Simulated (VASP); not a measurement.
Here is a VASP 6.6.1 calculation.

The input INCAR:

```
SYSTEM = Ge
ALGO = Normal
EDIFF = 1E-7
ENCUT = 520
GGA = PE
ISIF = 2
ISMEAR = -1
LASPH = .True.
LCHARG = .True.
LELF = .True.
LREAL = .False.
LVHAR = .True.
LWAVE = .False.
NBANDS = 96
NELM = 80
PREC = Accurate
SIGMA = 0.05
```

KPOINTS

```
k-points
0
Gamma
  5 5 4
  0 0 0
```

The input POSCAR:

```
Ge
1.0
    6.0222391392      0.0000000000      0.0000000000
    0.0000000000      6.0222391392      0.0000000000
    0.0000000000      0.0000000000      7.1229284613
Ge
12
Direct
    0.3702709369      0.1705841621      0.7480472997
    0.3294158379      0.8702709369      0.4980472997
    0.6297290631      0.8294158379      0.2480472997
    0.6705841621      0.1297290631     -0.0019527003
    0.8702709369      0.3294158379      0.5019527003
    0.8294158379      0.6297290631      0.7519527003
    0.1297290631      0.6705841621      0.0019527003
    0.1705841621      0.3702709369      0.2519527003
    0.5867099077      0.4132900923      0.2500000000
    0.9132900923      0.9132900923      0.5000000000
    0.4132900923      0.5867099077      0.7500000000
    0.0867099077      0.0867099077      0.0000000000
```

Potentials or basis: VASP PAW PBE potentials, release 64 (Ge_d).

The run is started by

```bash
$ cat potpaw_PBE.64/Ge_d/POTCAR > POTCAR
$ mpirun -np 1 vasp_std > vasp.out
```

Question: Estimate the largest force.

Answer: 0.004 eV/Å.

Question: Estimate the pressure.

Answer: 0.0 GPa.

Question: Estimate the band gap on the k mesh.

Answer: 0.60 eV, indirect (least direct gap 0.61 eV).

Forces on the atoms (eV/Å):
```
Ge   0.000  0.004  0.000
Ge  -0.004  0.000  0.000
Ge   0.000 -0.004  0.000
Ge   0.004  0.000  0.000
Ge   0.000 -0.004  0.000
Ge  -0.004  0.000  0.000
Ge   0.000  0.004  0.000
Ge   0.004  0.000  0.000
Ge   0.000  0.000  0.000
Ge   0.000  0.000  0.000
Ge   0.000  0.000  0.000
Ge   0.000  0.000  0.000
```

**The experiment to reproduce.**

“Properties of the exotic metastable ST12 germanium allotrope”, 2017, pmc:5216117 reports, for a powder of Ge: band gap 0.74 ± 0.02 eV (optical).

Against the measured gap of Ge, 0.74 eV (optical; powder; “Properties of the exotic metastable ST12 germanium allotrope”, 2017, pmc:5216117), the calculated 0.60 eV is off by -0.14 eV. Spin-orbit coupling on Ge is left out. The value is that of PBE on a finite k mesh, which can miss the band edges, without temperature or zero-point motion. Semilocal functionals fall short of measured gaps as a rule.
